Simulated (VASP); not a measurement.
# C (I4/mmm) in VASP: a series of runs

The runs below take C through single point, with r2SCAN.

All numbers are computed with VASP 6.6.1; they aren't measurements. Logs are shortened: lines on timing, memory, paths and dates and some standing lists are left out, and cuts for length are marked.

**1. The cell of the first run**

Symmetry: I4/mmm, No. 139, tetragonal system. The conventional cell has a = 4.785 Å, b = 4.785 Å, c = 4.858 Å, α = 90.00°, β = 90.00°, γ = 90.00°. C (site symmetry m) has 4 C at 1.45 to 1.58 Å within 1.9 Å.

**2. Single point, r2SCAN (strain -0.015 along x and y, +0.000 along z)**

File POSCAR:

```
C
1.0
   -2.3926722501      2.3926722501      2.4291088834
    2.3926722501     -2.3926722501      2.4291088834
    2.3926722501      2.3926722501     -2.4291088834
C
8
Direct
    0.3254551632      0.0000000000      0.0000000000
    0.6745448368      0.6745448368      0.6745448368
    0.0000000000      0.3254551632      0.0000000000
    0.0000000000      0.0000000000      0.3254551632
    0.0000000000      0.6745448368      0.0000000000
    0.3254551632      0.3254551632      0.3254551632
    0.6745448368      0.0000000000      0.0000000000
    0.0000000000      0.0000000000      0.6745448368
```

File INCAR.step1:

```
SYSTEM = C
PREC = Accurate
ENCUT = 520
ISMEAR = 0
SIGMA = 0.05
LREAL = .FALSE.
LASPH = .TRUE.
NELM = 60
NBANDS = 26
GGA = PE
ALGO = Normal
EDIFF = 1E-4
LWAVE = .TRUE.
LCHARG = .FALSE.
```

File INCAR.step2:

```
SYSTEM = C
PREC = Accurate
ENCUT = 520
EDIFF = 1E-6
ISMEAR = 0
SIGMA = 0.05
LREAL = .FALSE.
LASPH = .TRUE.
NELM = 60
ALGO = Normal
ISIF = 2
LWAVE = .FALSE.
LCHARG = .FALSE.
METAGGA = R2SCAN
LMIXTAU = .TRUE.
NBANDS = 26
ISTART = 1
```

File KPOINTS:

```
regular mesh
0
G
  8 8 8
  0 0 0
```

Potentials or basis: VASP PAW PBE potentials, release 64 (C).

The run is started by

```console
cat potpaw_PBE.64/C/POTCAR > POTCAR
cp INCAR.step1 INCAR
mpirun -np 1 vasp_std > vasp.out
cp INCAR.step2 INCAR
mpirun -np 1 vasp_std > vasp.out
```

OUTCAR:

```text
SYSTEM = C
   PREC = Accurate
   ENCUT = 520
   EDIFF = 1E-6
   ISMEAR = 0
   LREAL = .FALSE.
   LASPH = .TRUE.
   NELM = 60
   ISIF = 2
   METAGGA = R2SCAN
   ISTART = 1

 ion  position               nearest neighbor table
   1  0.325  0.000  0.000-   7 1.45   6 1.56   8 1.56   5 1.58
   2  0.675  0.675  0.675-   6 1.45   5 1.56   7 1.56   8 1.58
   3  0.000  0.325  0.000-   5 1.45   6 1.56   8 1.56   7 1.58
   4  0.000  0.000  0.325-   8 1.45   7 1.56   5 1.56   6 1.58
   5  0.000  0.675  0.000-   3 1.45   2 1.56   4 1.56   1 1.58
   6  0.325  0.325  0.325-   2 1.45   1 1.56   3 1.56   4 1.58
   7  0.675  0.000  0.000-   1 1.45   2 1.56   4 1.56   3 1.58
   8  0.000  0.000  0.675-   4 1.45   3 1.56   1 1.56   2 1.58

  LATTYP: Found a body centered tetragonal cell.
 ALAT       =     4.7853445002
 C/A-ratio  =     1.0152284264

  Lattice vectors:

 A1 = (  -2.3926722501,   2.3926722501,   2.4291088834)
 A2 = (   2.3926722501,  -2.3926722501,   2.4291088834)
 A3 = (   2.3926722501,   2.3926722501,  -2.4291088834)

Analysis of symmetry for initial positions (statically):
=====================================================================
 Subroutine PRICEL returns:
 Original cell was already a primitive cell.

 Routine SETGRP: Setting up the symmetry group for a
 body centered tetragonal supercell.

 Subroutine GETGRP returns: Found 16 space group operations
 (whereof 16 operations were pure point group operations)
 out of a pool of 16 trial point group operations.

The static configuration has the point symmetry D_4h.

Analysis of symmetry for dynamics (positions and initial velocities):
=====================================================================
 Subroutine PRICEL returns:
 Original cell was already a primitive cell.

 Routine SETGRP: Setting up the symmetry group for a
 body centered tetragonal supercell.

 Subroutine GETGRP returns: Found 16 space group operations
 (whereof 16 operations were pure point group operations)
 out of a pool of 16 trial point group operations.

The dynamic configuration has the point symmetry D_4h.

 Subroutine INISYM returns: Found 16 space group operations
 (whereof 16 operations are pure point group operations),
 and found     1 'primitive' translations

----------------------------------------------------------------------------------------

                                     Primitive cell

  volume of cell :      55.6254

  direct lattice vectors                    reciprocal lattice vectors
    -2.392672250  2.392672250  2.429108883     0.000000000  0.208971371  0.205836800
     2.392672250 -2.392672250  2.429108883     0.208971371  0.000000000  0.205836800
     2.392672250  2.392672250 -2.429108883     0.208971371  0.208971371  0.000000000

  length of vectors
     4.165372848  4.165372848  4.165372848     0.293322045  0.293322045  0.295530147

  position of ions in fractional coordinates (direct lattice)
     0.325455163  0.000000000  0.000000000
     0.674544837  0.674544837  0.674544837
     0.000000000  0.325455163  0.000000000
     0.000000000  0.000000000  0.325455163
     0.000000000  0.674544837  0.000000000
     0.325455163  0.325455163  0.325455163
     0.674544837  0.000000000  0.000000000
     0.000000000  0.000000000  0.674544837

  ion indices of the primitive-cell ions
   primitive index   ion index
                 1           1
                 2           2
                 3           3
                 4           4
                 5           5
                 6           6
                 7           7
                 8           8

----------------------------------------------------------------------------------------

 KPOINTS: regular mesh

Automatic generation of k-mesh.
 Grid dimensions read from file:
 generate k-points for:    8    8    8

 Generating k-lattice:

  Cartesian coordinates                     Fractional coordinates (reciprocal lattice)
     0.000000000  0.026121421  0.025729600     0.125000000  0.000000000  0.000000000
     0.026121421  0.000000000  0.025729600     0.000000000  0.125000000  0.000000000
     0.026121421  0.026121421  0.000000000     0.000000000  0.000000000  0.125000000

  Length of vectors
     0.036665256  0.036665256  0.036941268

  Shift w.r.t. Gamma in fractional coordinates (k-lattice)
     0.000000000  0.000000000  0.000000000

 Subroutine IBZKPT returns following result:
 ===========================================

 Found     59 irreducible k-points:

 Following reciprocal coordinates:
            Coordinates               Weight
  0.000000  0.000000  0.000000      1.000000
  0.125000  0.000000  0.000000      8.000000
  0.250000  0.000000  0.000000      8.000000
  0.375000  0.000000 -0.000000      8.000000
  0.500000  0.000000  0.000000      4.000000
  0.125000  0.125000  0.000000      8.000000
[... 16 lines left out ...]
  0.250000  0.125000  0.125000     16.000000
  0.375000  0.125000  0.125000      8.000000
 [... further k-points ...]
   k-points           NKPTS =     59   k-points in BZ     NKDIM =     59   number of bands    NBANDS=     26
   number of dos      NEDOS =    301   number of ions     NIONS =      8
   total plane-waves  NPLWV =  32768
   dimension x,y,z NGX =    32 NGY =   32 NGZ =   32
   dimension x,y,z NGXF=    64 NGYF=   64 NGZF=   64
   ions per type =               8
   NGX,Y,Z   is equivalent  to a cutoff of  12.77, 12.77, 12.77 a.u.
   NGXF,Y,Z  is equivalent  to a cutoff of  25.54, 25.54, 25.54 a.u.
 SYSTEM =  C
   PREC   = accura    normal or accurate (medium, high low for compatibility)
   ISTART =      1    job   : 0-new  1-cont  2-samecut
   ICHARG =      0    charge: 1-file 2-atom 10-const
   ISPIN  =      1    spin polarized calculation?
   LNONCOLLINEAR =      F non collinear calculations
   LSORBIT =      F    spin-orbit coupling
   LASPH  =      T    aspherical Exc in radial PAW
   ENCUT  =  520.0 eV  38.22 Ry    6.18 a.u.   7.74  7.74  7.74*2*pi/ulx,y,z
   NELM   =     60;   NELMIN=  2; NELMDL=  0     # of ELM steps
   EDIFF  = 0.1E-05   stopping-criterion for ELM
   LREAL  =      F    real-space projection
   EDIFFG = 0.1E-04   stopping-criterion for IOM
   NSW    =      0    number of steps for IOM
   IBRION =     -1    ionic relax: 0-MD 1-quasi-New 2-CG
   NFREE  =      0    steps in history (QN), initial steepest desc. (CG)
   ISIF   =      2    stress and relaxation
   ISYM   =      2    0-nonsym 1-usesym 2-fastsym
   POTIM  = 0.5000    time-step for ionic-motion
   TEBEG  =    0.0;   TEEND  =   0.0 temperature during run
   PSTRESS=    0.0 pullay stress
   NELECT =      32.0000    total number of electrons
   NUPDOWN=      -1.0000    fix difference up-down
   EMIN   =  10.00;   EMAX   =-10.00  energy-range for DOS
   EFERMI =   0.00;   METHOD = LEGACY
   ISMEAR =     0;   SIGMA  =   0.05  broadening in eV -4-tet -1-fermi 0-gaus
   EFERMI_NEDOS =   21; number of points for ismear=-14 and -15
   IALGO  =     38    algorithm
   IMIX   =      4    mixing-type and parameters
     AMIX     =   0.40;   BMIX     =  1.00
     AMIX_MAG =   1.60;   BMIX_MAG =  1.00
  volume/ion in A,a.u.               =       6.95        46.92
  Fermi-wavevector in a.u.,A,eV,Ry     =   1.361550  2.572957 25.222742  1.853819
  Thomas-Fermi vector in A             =   2.488117
   LORBIT       =      0    0 simple, 1 ext, 2 COOP (PROOUT), +10 PAW based schemes
   METAGGA = R2SCAN    functional components
   LHFCALC =     F    Hartree Fock is set to
   AEXX    =    0.0000 exact exchange contribution
   IVDW    =     0    specifies the selected vdW correction
   LEPSILON=     F    determine dielectric tensor
   LRPA    =     F    only Hartree local field effects (RPA)
 non-spin polarized calculation
 Gauss-broadening in eV      SIGMA  =   0.05
  energy-cutoff  :      520.00
  volume of cell :       55.63
 maximum number of plane-waves:      1520
   NGX = 15   NGY = 15   NGZ = 15

 number of electron      32.0000005 magnetization

 Free energy of the ion-electron system (eV)
  ---------------------------------------------------
  ext. energy  EPLUGINS =         0.00000000
  ---------------------------------------------------
  free energy    TOTEN  =       -72.92850411 eV

  energy without entropy =      -72.92850411  energy(sigma->0) =      -72.92850411

 E-fermi :   7.2579     XC(G=0): -12.6099

 val. band max:        7.0278088507   @ k =   0.5000   0.5000   0.5000
 cond. band min:      10.1754682340   @ k =   0.1250   0.1250   0.1250
 fundamental gap:      3.1476593833
 Fermi energy:         7.2578785471

 k-point     1 :       0.0000    0.0000    0.0000
  band No.  band energies     occupation
      1     -15.4985      2.00000
      2      -7.0415      2.00000
      3      -6.7321      2.00000
      4      -6.7321      2.00000
      5      -5.9330      2.00000
      6      -5.9330      2.00000
[... 18 lines left out ...]
     25      19.0645      0.00000
     26      19.3008      0.00000

 k-point     2 :       0.1250    0.0000    0.0000
  band No.  band energies     occupation
      1     -15.3929      2.00000
      2      -7.9896      2.00000
      3      -7.3669      2.00000
      4      -6.8383      2.00000
      5      -5.9230      2.00000
      6      -5.7387      2.00000
[... 18 lines left out ...]
     25      18.9473      0.00000
     26      19.1706      0.00000

 k-point     3 :       0.2500    0.0000    0.0000
  band No.  band energies     occupation
      1     -15.1029      2.00000
      2      -9.3299      2.00000
      3      -8.0491      2.00000
      4      -6.7539      2.00000
      5      -6.1280      2.00000
      6      -5.7945      2.00000
[... 572 lines left out ...]
 k-point    23 :       0.2500    0.1250    0.1250
  band No.  band energies     occupation
      1     -14.6367      2.00000
      2     -10.2572      2.00000
      3      -8.8707      2.00000
      4      -8.2142      2.00000
      5      -5.0163      2.00000
      6      -4.6130      2.00000
[... 18 lines left out ...]
     25      19.5510      0.00000
     26      19.6604      0.00000

 k-point    24 :       0.3750    0.1250    0.1250
  band No.  band energies     occupation
      1     -14.4889      2.00000
      2     -10.4930      2.00000
      3      -9.1586      2.00000
      4      -8.2620      2.00000
      5      -5.0275      2.00000
      6      -4.5674      2.00000
[... 18 lines left out ...]
     25      19.5953      0.00000
     26      19.8678      0.00000

 [... further k-points ...]

------------------------ aborting loop because EDIFF is reached ----------------------------------------

  FORCE on cell =-STRESS in cart. coord.  units (eV):
  Direction    XX          YY          ZZ          XY          YZ          ZX
  --------------------------------------------------------------------------------------
  -------------------------------------------------------------------------------------
  Total        5.0792894      5.0792894      1.8520859      0.0000000     -0.0000000      0.0000000
  in kB      146.2985912    146.2985912     53.3455642      0.0000000     -0.0000000      0.0000000
  external PRESSURE =     115.3142488 kB  Pullay stress =       0.0000000 kB

 VOLUME and BASIS-vectors are now :
 -----------------------------------------------------------------------------
  energy-cutoff  :      520.00
  volume of cell :       55.63
      direct lattice vectors                 reciprocal lattice vectors
    -2.392672250  2.392672250  2.429108883     0.000000000  0.208971371  0.205836800
     2.392672250 -2.392672250  2.429108883     0.208971371  0.000000000  0.205836800
     2.392672250  2.392672250 -2.429108883     0.208971371  0.208971371  0.000000000

 POSITION                                       TOTAL-FORCE (eV/Angst)
 -----------------------------------------------------------------------------------
     -0.77871      0.77871      0.79057        -0.264465      0.264465     -0.133958
      1.61396      1.61396      1.63854        -0.264465     -0.264465      0.133958
      0.77871     -0.77871      0.79057         0.264465     -0.264465     -0.133958
      0.77871      0.77871     -0.79057         0.264465      0.264465      0.133958
      1.61396     -1.61396      1.63854        -0.264465      0.264465      0.133958
      0.77871      0.77871      0.79057         0.264465      0.264465     -0.133958
     -1.61396      1.61396      1.63854         0.264465     -0.264465      0.133958
      1.61396      1.61396     -1.63854        -0.264465     -0.264465     -0.133958
 -----------------------------------------------------------------------------------
    total drift:                               -0.000000     -0.000000      0.000000

  FREE ENERGIE OF THE ION-ELECTRON SYSTEM (eV)
  ---------------------------------------------------
  free  energy   TOTEN  =       -72.9285041125 eV

  energy  without entropy=      -72.9285041125  energy(sigma->0) =      -72.92850411
```

Run time: 2.3 min. Hardware: 1 thread of Intel Xeon Platinum 8488C (Sapphire Rapids), shared host; peak memory 0.21 GiB.

What came out:

* Free energy: -72.9285 eV
* Pressure: 11.5 GPa
* Largest force: 0.397 eV/Å
* Band gap on the k mesh: 3.15 eV (least direct gap 4.05 eV)

Forces in eV/Å, atoms in the order of the input:
```
C   -0.264  0.264 -0.134
C   -0.264 -0.264  0.134
C    0.264 -0.264 -0.134
C    0.264  0.264  0.134
C   -0.264  0.264  0.134
C    0.264  0.264 -0.134
C    0.264 -0.264  0.134
C   -0.264 -0.264 -0.134
```

Caveat: the cell differs from its parent crystal (strain -0.015 along x and y, +0.000 along z); the stress differs along the axes, from 5 to 15 GPa; the PAW data sets were made with another functional, which shifts forces and pressure a little. A k mesh can miss the band edges.

(Part 1 of 2 ends here.)
